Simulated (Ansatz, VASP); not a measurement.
Lu: VASP beside Ansatz

The input INCAR:

```
SYSTEM = Lu
PREC     = Accurate       ! precision mode
ENCUT    = 520            ! plane-wave cutoff, eV
EDIFF    = 1E-6           ! SCF threshold, eV
ISMEAR   = -1             ! smearing method
SIGMA    = 0.08           ! smearing width, eV
LREAL    = .FALSE.        ! projectors in reciprocal space
LASPH    = .TRUE.         ! aspherical terms in the spheres
NELM     = 80             ! most SCF steps
ALGO     = Normal         ! electronic algorithm
ISIF     = 2              ! what is computed and relaxed
LWAVE    = .FALSE.        ! write WAVECAR
LCHARG   = .FALSE.        ! write CHGCAR
GGA      = PE             ! functional
NBANDS   = 18             ! bands
```

KPOINTS

```
Automatic mesh
0
G
  15 15 15
  0 0 0
```

File POSCAR:

```
Lu
1.0
   -1.9104979226      1.9104979226      1.9104979226
    1.9104979226     -1.9104979226      1.9104979226
    1.9104979226      1.9104979226     -1.9104979226
Lu
1
Direct
    0.0000000000      0.0000000000      0.0000000000
```

Input for Ansatz:

```yaml
crystal:
  lattice:
    - [-1.9104979226, 1.9104979226, 1.9104979226]
    - [1.9104979226, -1.9104979226, 1.9104979226]
    - [1.9104979226, 1.9104979226, -1.9104979226]
  atoms:
    - { symbol: Lu, position: [0.0, 0.0, 0.0] }
kpoints:
  mp_grid: { grid: [15, 15, 15] }
scf:
  occupations: { method: fermi_dirac, width: 0.08 }
hamiltonian:
  xc: pbe
  pseudopotentials: { kind: all_electron, lapw: { basis_error: 0.0005 } }
output:
  forces: true
  stress: true
  eigenvalues: true
```

Change from the starting cell: volume scaled by 0.9405.

Alike in both runs: task single point; functional PBE; k mesh 15 × 15 × 15; occupations fermi-dirac, width 0.08 eV; no spin polarisation.

|  | VASP | Ansatz |
| --- | --- | --- |
| version | VASP 6.6.1 | Ansatz 0.2.0 |
| potentials or method | VASP PAW PBE potentials, release 64 (Lu), cutoff 520 eV | all-electron LAPW, scalar-relativistic |

Ansatz gave:

```
pressure (GPa) : 2.9
```

Q: Which values does VASP return?

A: Pressure (GPa): 3.1.

Ansatz ran all-electron here, and VASP with PAW potentials.

Neither program's run includes spin-orbit coupling.
